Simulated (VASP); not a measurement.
# Cr2O3 (Pm-3m) in VASP: single point with PBE

Aim: the single point of Cr2O3 with PBE.

Everything below comes from runs of VASP 6.6.1. Logs are shortened: lines on timing, memory, paths and dates and some standing lists are left out, and cuts for length are marked.

## 1. The cell of the first run

It takes space group Pm-3m (No. 221, cubic). Conventional cell: a = 3.728 Å, b = 3.728 Å, c = 3.728 Å, α = 90.00°, β = 90.00°, γ = 90.00°. Within 3.5 Å of Cr (site symmetry m-3m) lie 12 O at 2.64 Å and 8 Cr at 3.23 Å. Within 2.5 Å of Cr (site symmetry m-3m) lie 6 O at 1.86 Å. Within 2.5 Å of O (site symmetry 4/mmm) lie 2 Cr at 1.86 Å.

The cell was built from a structure type or drawn by symmetry, and may not be a known phase.

## 2. Single point, PBE, collinear spin, ferromagnetic start

Input file INCAR:

```
SYSTEM = Cr2O3
ALGO = Normal
EDIFF = 1E-7
ENCUT = 520
GGA = PE
ISIF = 2
ISMEAR = 0
ISPIN = 2
LASPH = .True.
LCHARG = .False.
LMAXMIX = 4
LORBIT = 11
LREAL = .False.
LWAVE = .False.
MAGMOM = 4.11 1.59 0 0 0
NBANDS = 33
NELM = 150
PREC = Accurate
SIGMA = 0.1
```

Input file KPOINTS:

```
k-points
0
Gamma
  10 10 10
  0 0 0
```

Input file POSCAR:

```
Cr2O3
1.0
    3.7278947832      0.0000000000      0.0000000000
    0.0000000000      3.7278947832      0.0000000000
    0.0000000000      0.0000000000      3.7278947832
Cr O
2 3
Direct
    0.5000000000      0.5000000000      0.5000000000
    0.0000000000      0.0000000000      0.0000000000
    0.5000000000      0.0000000000      0.0000000000
    0.0000000000      0.5000000000      0.0000000000
    0.0000000000      0.0000000000      0.5000000000
```

Potentials or basis: VASP PAW PBE potentials, release 64 (Cr_pv, O).

The run is started by

```console
> cat potpaw_PBE.64/Cr_pv/POTCAR potpaw_PBE.64/O/POTCAR > POTCAR
> mpirun -np 1 vasp_std > vasp.out
```

OUTCAR:

```text
SYSTEM = Cr2O3
   EDIFF = 1E-7
   ENCUT = 520
   GGA = PE
   ISIF = 2
   ISMEAR = 0
   ISPIN = 2
   LASPH = .True.
   LORBIT = 11
   LREAL = .False.
   NELM = 150
   PREC = Accurate

 ion  position               nearest neighbor table
   1  0.500  0.500  0.500-
   2  0.000  0.000  0.000-   3 1.86   4 1.86   5 1.86   5 1.86   4 1.86   3 1.86
   3  0.500  0.000  0.000-   2 1.86   2 1.86
   4  0.000  0.500  0.000-   2 1.86   2 1.86
   5  0.000  0.000  0.500-   2 1.86   2 1.86

  LATTYP: Found a simple cubic cell.
 ALAT       =     3.7278947832

  Lattice vectors:

 A1 = (   3.7278947832,   0.0000000000,   0.0000000000)
 A2 = (   0.0000000000,   3.7278947832,   0.0000000000)
 A3 = (   0.0000000000,   0.0000000000,   3.7278947832)

Analysis of symmetry for initial positions (statically):
=====================================================================
 Subroutine PRICEL returns:
 Original cell was already a primitive cell.

 Routine SETGRP: Setting up the symmetry group for a
 simple cubic supercell.

 Subroutine GETGRP returns: Found 48 space group operations
 (whereof 48 operations were pure point group operations)
 out of a pool of 48 trial point group operations.

The static configuration has the point symmetry O_h .

Analysis of symmetry for dynamics (positions and initial velocities):
=====================================================================
 Subroutine PRICEL returns:
 Original cell was already a primitive cell.

 Routine SETGRP: Setting up the symmetry group for a
 simple cubic supercell.

 Subroutine GETGRP returns: Found 48 space group operations
 (whereof 48 operations were pure point group operations)
 out of a pool of 48 trial point group operations.

The dynamic configuration has the point symmetry O_h .

Analysis of structural, dynamic, and magnetic symmetry:
=====================================================================
 Subroutine PRICEL returns:
 Original cell was already a primitive cell.

 Routine SETGRP: Setting up the symmetry group for a
 simple cubic supercell.

 Subroutine GETGRP returns: Found 48 space group operations
 (whereof 48 operations were pure point group operations)
 out of a pool of 48 trial point group operations.

The overall configuration has the point symmetry O_h .

 Subroutine INISYM returns: Found 48 space group operations
 (whereof 48 operations are pure point group operations),
 and found     1 'primitive' translations

----------------------------------------------------------------------------------------

                                     Primitive cell

  volume of cell :      51.8073

  direct lattice vectors                    reciprocal lattice vectors
     3.727894783  0.000000000  0.000000000     0.268247914  0.000000000  0.000000000
     0.000000000  3.727894783  0.000000000     0.000000000  0.268247914  0.000000000
     0.000000000  0.000000000  3.727894783     0.000000000  0.000000000  0.268247914

  length of vectors
     3.727894783  3.727894783  3.727894783     0.268247914  0.268247914  0.268247914

  position of ions in fractional coordinates (direct lattice)
     0.500000000  0.500000000  0.500000000
     0.000000000  0.000000000  0.000000000
     0.500000000  0.000000000  0.000000000
     0.000000000  0.500000000  0.000000000
     0.000000000  0.000000000  0.500000000

  ion indices of the primitive-cell ions
   primitive index   ion index
                 1           1
                 2           2
                 3           3
                 4           4
                 5           5

----------------------------------------------------------------------------------------

 KPOINTS: k-points

Automatic generation of k-mesh.
 Grid dimensions read from file:
 generate k-points for:   10   10   10

 Generating k-lattice:

  Cartesian coordinates                     Fractional coordinates (reciprocal lattice)
     0.026824791  0.000000000  0.000000000     0.100000000  0.000000000  0.000000000
     0.000000000  0.026824791  0.000000000     0.000000000  0.100000000  0.000000000
     0.000000000  0.000000000  0.026824791     0.000000000  0.000000000  0.100000000

  Length of vectors
     0.026824791  0.026824791  0.026824791

  Shift w.r.t. Gamma in fractional coordinates (k-lattice)
     0.000000000  0.000000000  0.000000000

 Subroutine IBZKPT returns following result:
 ===========================================

 Found     56 irreducible k-points:

 Following reciprocal coordinates:
            Coordinates               Weight
  0.000000  0.000000  0.000000      1.000000
  0.100000  0.000000  0.000000      6.000000
  0.200000  0.000000  0.000000      6.000000
  0.300000  0.000000  0.000000      6.000000
  0.400000  0.000000  0.000000      6.000000
  0.500000  0.000000  0.000000      3.000000
[... 16 lines left out ...]
  0.200000  0.100000  0.100000     24.000000
  0.300000  0.100000  0.100000     24.000000
 [... further k-points ...]
   k-points           NKPTS =     56   k-points in BZ     NKDIM =     56   number of bands    NBANDS=     33
   number of dos      NEDOS =    301   number of ions     NIONS =      5
   total plane-waves  NPLWV =  21952
   dimension x,y,z NGX =    28 NGY =   28 NGZ =   28
   dimension x,y,z NGXF=    56 NGYF=   56 NGZF=   56
   ions per type =               2   3
   NGX,Y,Z   is equivalent  to a cutoff of  12.49, 12.49, 12.49 a.u.
   NGXF,Y,Z  is equivalent  to a cutoff of  24.97, 24.97, 24.97 a.u.
 SYSTEM =  Cr2O3
   PREC   = accura    normal or accurate (medium, high low for compatibility)
   ISTART =      0    job   : 0-new  1-cont  2-samecut
   ICHARG =      2    charge: 1-file 2-atom 10-const
   ISPIN  =      2    spin polarized calculation?
   LNONCOLLINEAR =      F non collinear calculations
   LSORBIT =      F    spin-orbit coupling
   LASPH  =      T    aspherical Exc in radial PAW
   ENCUT  =  520.0 eV  38.22 Ry    6.18 a.u.   6.93  6.93  6.93*2*pi/ulx,y,z
   NELM   =    150;   NELMIN=  2; NELMDL= -5     # of ELM steps
   EDIFF  = 0.1E-06   stopping-criterion for ELM
   LREAL  =      F    real-space projection
   EDIFFG = 0.1E-05   stopping-criterion for IOM
   NSW    =      0    number of steps for IOM
   IBRION =     -1    ionic relax: 0-MD 1-quasi-New 2-CG
   NFREE  =      0    steps in history (QN), initial steepest desc. (CG)
   ISIF   =      2    stress and relaxation
   ISYM   =      2    0-nonsym 1-usesym 2-fastsym
   POTIM  = 0.5000    time-step for ionic-motion
   TEBEG  =    0.0;   TEEND  =   0.0 temperature during run
   PSTRESS=    0.0 pullay stress
   NELECT =      42.0000    total number of electrons
   NUPDOWN=      -1.0000    fix difference up-down
   EMIN   =  10.00;   EMAX   =-10.00  energy-range for DOS
   EFERMI =   0.00;   METHOD = LEGACY
   ISMEAR =     0;   SIGMA  =   0.10  broadening in eV -4-tet -1-fermi 0-gaus
   EFERMI_NEDOS =   21; number of points for ismear=-14 and -15
   IALGO  =     38    algorithm
   IMIX   =      4    mixing-type and parameters
     AMIX     =   0.40;   BMIX     =  1.00
     AMIX_MAG =   1.60;   BMIX_MAG =  1.00
  volume/ion in A,a.u.               =      10.36        69.92
  Fermi-wavevector in a.u.,A,eV,Ry     =   1.526491  2.884650 31.703957  2.330175
  Thomas-Fermi vector in A             =   2.634517
   LORBIT       =     11    0 simple, 1 ext, 2 COOP (PROOUT), +10 PAW based schemes
   GGA     = PE    functional components
   LHFCALC =     F    Hartree Fock is set to
   AEXX    =    0.0000 exact exchange contribution
   IVDW    =     0    specifies the selected vdW correction
   LEPSILON=     F    determine dielectric tensor
   LRPA    =     F    only Hartree local field effects (RPA)
 spin polarized calculation
 Gauss-broadening in eV      SIGMA  =   0.10
  energy-cutoff  :      520.00
  volume of cell :       51.81
 maximum number of plane-waves:      1414
 NGX is ok and might be reduce to    28
   NGX = 13   NGY = 13   NGZ = 13

 number of electron      42.0000007 magnetization       5.9472854

 Free energy of the ion-electron system (eV)
  ---------------------------------------------------
  ext. energy  EPLUGINS =         0.00000000
  ---------------------------------------------------
  free energy    TOTEN  =       -40.02349992 eV

  energy without entropy =      -40.00471414  energy(sigma->0) =      -40.01410703

 E-fermi :   6.5984     XC(G=0): -11.7980

 val. band max:        6.5971836550   @ k =   0.4000   0.1000   0.1000
 cond. band min:       6.6004516386   @ k =   0.4000   0.0000   0.0000
 fundamental gap:      0.0032679836
 Fermi energy:         6.5983801100

 spin component 1

 k-point     1 :       0.0000    0.0000    0.0000
  band No.  band energies     occupation
      1     -38.7191      1.00000
      2     -38.7191      1.00000
      3     -38.7191      1.00000
      4     -37.4899      1.00000
      5     -37.4899      1.00000
      6     -37.4899      1.00000
[... 853 lines left out ...]
     32      14.7136      0.00000
     33      16.9603      0.00000

 [... further k-points ...]

 spin component 2

 k-point     1 :       0.0000    0.0000    0.0000
  band No.  band energies     occupation
      1     -36.7238      1.00000
      2     -36.7238      1.00000
      3     -36.7238      1.00000
      4     -33.5344      1.00000
      5     -33.5344      1.00000
      6     -33.5344      1.00000
[... 853 lines left out ...]
     32      18.3600      0.00000
     33      18.6083      0.00000

 [... further k-points ...]

------------------------ aborting loop because EDIFF is reached ----------------------------------------

  FORCE on cell =-STRESS in cart. coord.  units (eV):
  Direction    XX          YY          ZZ          XY          YZ          ZX
  --------------------------------------------------------------------------------------
  -------------------------------------------------------------------------------------
  Total        0.1121128      0.1121128      0.1121128      0.0000000      0.0000000      0.0000000
  in kB        3.4671685      3.4671685      3.4671685      0.0000000      0.0000000      0.0000000
  external PRESSURE =       3.4671685 kB  Pullay stress =       0.0000000 kB

 VOLUME and BASIS-vectors are now :
 -----------------------------------------------------------------------------
  energy-cutoff  :      520.00
  volume of cell :       51.81
      direct lattice vectors                 reciprocal lattice vectors
     3.727894783  0.000000000  0.000000000     0.268247914  0.000000000  0.000000000
     0.000000000  3.727894783  0.000000000     0.000000000  0.268247914  0.000000000
     0.000000000  0.000000000  3.727894783     0.000000000  0.000000000  0.268247914

 POSITION                                       TOTAL-FORCE (eV/Angst)
 -----------------------------------------------------------------------------------
      1.86395      1.86395      1.86395         0.000000      0.000000      0.000000
      0.00000      0.00000      0.00000         0.000000      0.000000      0.000000
      1.86395      0.00000      0.00000         0.000000      0.000000      0.000000
      0.00000      1.86395      0.00000         0.000000      0.000000      0.000000
      0.00000      0.00000      1.86395         0.000000      0.000000      0.000000
 -----------------------------------------------------------------------------------
    total drift:                                0.000000      0.000000     -0.000000

  FREE ENERGIE OF THE ION-ELECTRON SYSTEM (eV)
  ---------------------------------------------------
  free  energy   TOTEN  =       -40.0234999201 eV

  energy  without entropy=      -40.0047141399  energy(sigma->0) =      -40.01410703

 total charge

# of ion       s       p       d       tot
------------------------------------------
    1        0.109   6.066   4.062  10.236
    2        0.382   6.519   4.125  11.026
    3        1.575   3.443   0.000   5.018
    4        1.575   3.443   0.000   5.018
    5        1.575   3.443   0.000   5.018
--------------------------------------------------
tot          5.214  22.915   8.187  36.316

 magnetization (x)

# of ion       s       p       d       tot
------------------------------------------
    1        0.029   0.016   3.798   3.844
    2        0.008   0.014   1.837   1.860
    3        0.004  -0.041   0.000  -0.037
    4        0.004  -0.041   0.000  -0.037
    5        0.004  -0.041   0.000  -0.037
--------------------------------------------------
tot          0.049  -0.093   5.636   5.592
```

It took 4.6 min on 1 thread of Intel Xeon Platinum 8259CL at 2.50GHz (Skylake/Cascade Lake), shared host; peak memory 0.27 GiB.

Results:

| Item | Value |
| --- | --- |
| Free energy | -40.0235 eV |
| Pressure | 0.3 GPa |
| Net moment | 5.95 μB per cell |
| Site moments | Cr +3.84, +1.86; O -0.04 μB |
| Valence electrons inside the program's atomic spheres | Cr 10.24, 11.03; O 5.02 |

Levels at points of the mesh, in eV from the Fermi level:
Spin up:
| k point | band 22 | band 23 | band 24 | band 25 | band 26 | band 27 |
| --- | --- | --- | --- | --- | --- | --- |
| (0.00, 0.00, 0.00) | -1.36 | -1.36 | -0.71 | -0.71 | -0.71 | 0.44 |
| (0.50, 0.00, 0.00) | -0.08 | 0.03 | 0.03 | 0.09 | 0.09 | 0.41 |
| (0.50, 0.50, 0.00) | -0.73 | -0.13 | 0.38 | 0.59 | 0.59 | 1.61 |
| (0.50, 0.50, 0.50) | -0.66 | -0.66 | 0.16 | 0.16 | 0.16 | 3.06 |
Spin down:
```csv
k point,band 16,band 17,band 18,band 19,band 20,band 21
"(0.00, 0.00, 0.00)",-2.24,-2.24,-2.24,-0.15,-0.15,-0.15
"(0.50, 0.00, 0.00)",-3.63,-2.51,-2.51,0.02,1.51,1.80
"(0.50, 0.50, 0.00)",-3.90,-3.90,-1.63,1.74,1.74,1.89
"(0.50, 0.50, 0.50)",-1.51,-1.51,-1.51,2.25,2.25,2.25
```

Caveat: semilocal functionals often make such compounds metallic where correlation or magnetic order opens a gap, which also shifts bond lengths; only a ferromagnetic start was run, and an antiferromagnetic order may lie lower in energy.
